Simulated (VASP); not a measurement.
Runs of VASP 6.6.1 on NaH. The structure is that of space group F-43m (No. 216), or close to it. The cells are those of the table. 

```csv
level,cell,gap on the mesh (eV),pressure (GPa)
r2SCAN,"a = 3.598 Å, angles 60.0°, 2 atoms",4.11,1.1
r2SCAN,"a = 3.636 Å, angles 60.0°, 2 atoms",4.08,(a)
r2SCAN,"a = 3.673 Å, angles 60.0°, 2 atoms",(b),-0.2
r2SCAN,"a = 3.709 Å, angles 60.0°, 2 atoms",(c),-0.6
PBE,"a = 3.653 Å, angles 60.0°, 2 atoms",3.62,0.5
```

Alike in all rows: task single point; potentials or basis VASP PAW PBE potentials, release 64 (Na_pv, H); no spin polarisation; k mesh 8 × 8 × 8; cutoff (eV) 520; smearing gaussian 0.01 eV.

**Question.** Estimate the missing entries.

**Answer.** (a) 0.4; (b) 4.05; (c) 4.02.

Caveats: the PAW data sets were made with another functional, which shifts forces and pressure a little (some runs).

A k mesh can miss the band edges.
